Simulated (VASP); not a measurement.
The system is Si2Ni.

```
CELL_PARAMETERS angstrom
0.00000 2.77655 2.77655
2.77655 0.00000 2.77655
2.77655 2.77655 0.00000
ATOMIC_POSITIONS crystal
Si 0.25000 0.25000 0.25000
Si 0.75000 0.75000 0.75000
Ni 0.00000 0.00000 0.00000
```

Base run:

```yaml
Program: VASP 6.6.1
Functional: PBE
Potentials_or_basis: VASP PAW PBE potentials, release 64 (Si, Ni)
Cutoff: 520 eV
k_mesh: 14 × 14 × 14
Occupations: gaussian, width 0.15 eV
Spin: collinear spin, ferromagnetic start
Starting_moments: "[0.0, 0.0, 1.0] μB"
Fixed_moment: 1 μB
```

Its results: pressure -4.4 GPa; site moments Si +0.13; Ni +0.45 μB.

The run is repeated on the same cell with these changes: fixed moment from 1 μB to 0.375 μB; moments at the start from [0.0, 0.0, 1.0] to [0.0, 0.0, 0.38]. What comes out?

Pressure -7.2 GPa; site moments Si +0.05; Ni +0.20 μB.

Caveats: the total moment is fixed, so each spin has its own Fermi level.
